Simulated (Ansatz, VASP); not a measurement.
FePt in VASP and in Ansatz

```
Fe Pt
1.0
     2.75934    0.00000    0.00000
     0.00000    2.75934    0.00000
     0.00000    0.00000    3.76895
Fe Pt
1 1
Direct
  0.00000 0.00000 0.00000
  0.50000 0.50000 0.50000
```

Alike in both runs: task single point; functional PBE; k mesh 10 × 10 × 7; collinear spin.

|  | VASP | Ansatz |
| --- | --- | --- |
| version | VASP 6.6.1 | Ansatz 0.2.0 |
| potentials or method | VASP PAW PBE potentials, release 64 (Fe, Pt), cutoff 520 eV | plane waves, PAW |
| occupations | methfessel-paxton of order 1, width 0.1 eV | cold |
| valence electrons in the cell | 18 | 34 |

|  | VASP | Ansatz | Ansatz less VASP |
| --- | --- | --- | --- |
| pressure (GPa) | -4.8 | -4.4 | +0.39 |
| traceless stress, the component that is largest in VASP (GPa) | 0.12 | 0.22 | +0.100 |
| net moment per atom (μB) | 1.68 | 1.68 | -0.001 |
| size of the moment on the site where the two differ most (μB) | 0.35 | 0.40 | +0.050 |

Site moments also hang on the region over which each program counts them. VASP's potentials hold 18 valence electrons a cell and Ansatz's 34, so a difference there can come from the potentials and not from the codes. Ansatz's warnings: stability check not made.

Neither program's run includes spin-orbit coupling.
